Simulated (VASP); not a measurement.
# SnSe in VASP: further runs, part 2 of 2

VASP 6.6.1. The steps go on from the part before.

## (5) Single point, BLYP

This run uses another cell than the first one, of 28.28 Å³/atom.

INCAR

```
PREC = Accurate
ENCUT = 520
EDIFF = 1E-7
ISMEAR = -1
SIGMA = 0.05
LREAL = False
LASPH = True
NELM = 60
ALGO = Normal
ISIF = 2
LWAVE = False
LCHARG = True
GGA = B5
ALDAX = 1.0
AGGAX = 1.0
AGGAC = 1.0
ALDAC = 0.0
LELF = True
LVHAR = True
NBANDS = 50
```

KPOINTS

```
regular mesh
0
Gamma
  3 6 6
```

POSCAR

```
SnSe
1.0
   11.6439784321      0.0000000000      0.0000000000
    0.0000000000      4.2721777259      0.0000000000
    0.0000000000      0.0000000000      4.5474731880
Sn Se
4 4
Direct
    0.8770000000      0.7500000000      0.9090000000
    0.6230000000      0.2500000000      0.4090000000
    0.3770000000      0.7500000000      0.5910000000
    0.1230000000      0.2500000000      0.0910000000
    0.6430000000      0.7500000000      0.9840000000
    0.8570000000      0.2500000000      0.4840000000
    0.1430000000      0.7500000000      0.5160000000
    0.3570000000      0.2500000000      0.0160000000
```

Command:

```
$ cat potpaw_PBE.64/Sn_d/POTCAR potpaw_PBE.64/Se/POTCAR > POTCAR
$ mpirun -np 1 vasp_std > vasp.out
```

Wall time 7.4 min (1 thread of Intel Xeon Platinum 8375C at 2.90GHz (Ice Lake), shared host); peak memory 0.47 GiB.

The run converged. Its results:

* Free energy: -28.0403 eV
* Pressure: 3.2 GPa
* Largest force: 0.171 eV/Å
* Band gap on the k mesh: 0.70 eV (least direct gap 0.89 eV)

Forces in eV/Å, atoms in the order of the input:
```
Sn   0.070  0.000 -0.156
Sn  -0.070  0.000 -0.156
Sn   0.070  0.000  0.156
Sn  -0.070  0.000  0.156
Se  -0.092  0.000  0.127
Se   0.092  0.000  0.127
Se  -0.092  0.000 -0.127
Se   0.092  0.000 -0.127
```

Stress tensor (GPa, compression positive):
```
4.81 0.00 0.00
0.00 2.51 0.00
0.00 0.00 2.28
```

Levels at points of the mesh, in eV from the valence-band top:
```csv
k point,band 36,band 37,band 38,band 39,band 40,band 41,band 42,band 43,band 44,band 45
"(0.00, 0.00, 0.00)",-1.55,-1.31,-1.09,-0.63,-0.47,0.98,2.99,3.31,3.37,3.39
"(0.00, 0.50, 0.00)",-1.42,-0.87,-0.87,-0.67,-0.67,1.15,1.15,1.34,1.34,1.83
"(0.00, 0.00, 0.50)",-1.24,-0.63,-0.63,-0.27,-0.27,1.37,1.37,1.61,1.61,1.71
"(0.00, 0.50, 0.50)",-2.78,-1.97,-1.97,-1.30,-1.30,2.89,2.89,3.12,3.12,4.88
```

Caveat: the cell stands under pressure; the PAW data sets were made with another functional, which shifts forces and pressure a little; spin-orbit coupling is left out, which moves the levels of the heavy elements; an odd mesh through Γ misses points on the zone boundary, where band edges can lie.

## (6) Single point, PBEsol+D4

This run uses another cell than the first one, of 24.96 Å³/atom.

INCAR

```
PREC = Accurate
ENCUT = 520
EDIFF = 1E-6
ISMEAR = -1
SIGMA = 0.05
LREAL = False
LASPH = True
NELM = 100
ALGO = Normal
ISIF = 2
LWAVE = False
LCHARG = True
GGA = PS
IVDW = 13
LELF = True
LVHAR = True
NBANDS = 50
```

KPOINTS is that of step 5.

POSCAR

```
SnSe
1.0
   11.2999778992      0.0000000000      0.0000000000
    0.0000000000      4.1305166994      0.0000000000
    0.0000000000      0.0000000000      4.2783124758
Sn Se
4 4
Direct
    0.8829383469      0.7500000000      0.9175228320
    0.6170616531      0.2500000000      0.4175228320
    0.3829383469      0.7500000000      0.5824771680
    0.1170616531      0.2500000000      0.0824771680
    0.6414782256      0.7500000000      0.9787018026
    0.8585217744      0.2500000000      0.4787018026
    0.1414782256      0.7500000000      0.5212981974
    0.3585217744      0.2500000000      0.0212981974
```

Potentials or basis: VASP PAW PBE potentials, release 64 (Sn_d, Se).

Command:

```
$ cat potpaw_PBE.64/Sn_d/POTCAR potpaw_PBE.64/Se/POTCAR > POTCAR
$ mpirun -np 1 vasp_std > vasp.out
```

It took 6 min on 1 thread of Intel Xeon Platinum 8259CL at 2.50GHz (Skylake/Cascade Lake), shared host; peak memory 0.41 GiB.

It converged, with:

```
Free energy                : -37.8275 eV
Pressure                   : 0.1 GPa
Largest force              : 0.019 eV/Å
Band gap on the k mesh     : 0.32 eV (least direct gap 0.49 eV)
Dispersion energy per atom : -0.242 eV
```

Forces in eV/Å, atoms in the order of the input:
```
Sn   0.015  0.000  0.012
Sn  -0.015  0.000  0.012
Sn   0.015  0.000 -0.012
Sn  -0.015  0.000 -0.012
Se  -0.011  0.000 -0.007
Se   0.011  0.000 -0.007
Se  -0.011  0.000  0.007
Se   0.011  0.000  0.007
```

Levels at points of the mesh, in eV from the valence-band top:
| k point | band 37 | band 38 | band 39 | band 40 | band 41 | band 42 | band 43 | band 44 |
| --- | --- | --- | --- | --- | --- | --- | --- | --- |
| (0.00, 0.00, 0.00) | -1.80 | -1.45 | -0.85 | -0.72 | 0.32 | 2.99 | 3.01 | 3.06 |
| (0.00, 0.50, 0.00) | -1.12 | -1.12 | -0.61 | -0.61 | 0.73 | 0.73 | 1.38 | 1.38 |
| (0.00, 0.00, 0.50) | -0.89 | -0.89 | -0.36 | -0.36 | 1.11 | 1.11 | 1.12 | 1.12 |
| (0.00, 0.50, 0.50) | -2.55 | -2.55 | -1.74 | -1.74 | 2.54 | 2.54 | 2.95 | 2.95 |

Caveat: the PAW data sets were made with another functional, which shifts forces and pressure a little; spin-orbit coupling is left out, which moves the levels of the heavy elements; an odd mesh through Γ misses points on the zone boundary, where band edges can lie.

## (7) Summary

```tsv
level	cell	k mesh	cutoff (eV)	smearing	tolerance level	purpose	dipole correction	gap on the mesh (eV)	pressure (GPa)	largest force (eV/Å)
r2SCAN	a = 11.420, b = 4.190, c = 4.415 Å, 8 atoms, atomic positions A	3 × 8 × 8	620	gaussian 0.03 eV	standard	forces	-	0.98	1.8	0.29
RPBE+D3(BJ)	a = 11.187, b = 4.104, c = 4.369 Å, 8 atoms, atomic positions B	3 × 6 × 6	520	fermi-dirac 0.05 eV	-	-	no	0.57	-7.3	0.86
PBE exchange alone	a = 11.187, b = 4.104, c = 4.369 Å, 8 atoms, atomic positions B	3 × 6 × 6	520	fermi-dirac 0.05 eV	-	-	no	0.64	17.6	1.03
BLYP	a = 11.644, b = 4.272, c = 4.547 Å, 8 atoms, atomic positions B	3 × 6 × 6	520	fermi-dirac 0.05 eV	-	-	no	0.70	3.2	0.17
PBEsol+D4	a = 11.300, b = 4.131, c = 4.278 Å, 8 atoms, atomic positions C	3 × 6 × 6	520	fermi-dirac 0.05 eV	-	-	no	0.32	0.1	0.02
```

Alike in all rows: task single point; potentials or basis VASP PAW PBE potentials, release 64 (Sn_d, Se); no spin polarisation.

Caveats: spin-orbit coupling is left out, which moves the levels of the heavy elements; an odd mesh through Γ misses points on the zone boundary, where band edges can lie; the PAW data sets were made with another functional, which shifts forces and pressure a little (at least some runs); the cell stands under pressure (at least some runs); the cell stands under tension (at least some runs); forces of over 1 eV/Å act on the atoms, so gaps and moduli don't describe the material at rest (at least some runs).

Total energies depend on the potentials used, so only differences within one code and one set of settings carry meaning.

## (8) Comparison with measurements

Step 6. A measured gap of SnSe is 0.89 eV (indirect; 300 K; “Linear dichroism of the optical properties of SnS and SnSe van der Waals crystals”, 2024, arxiv:2409.17412); the calculated 0.32 eV misses it by -0.57 eV. 2 values of this kind are on record (0.89 to 0.99 eV); this one was drawn at random. Spin-orbit coupling on Se, Sn is left out. The value is that of PBEsol+D4 on a finite k mesh, which can miss the band edges, without temperature or zero-point motion. Semilocal functionals fall short of measured gaps as a rule.
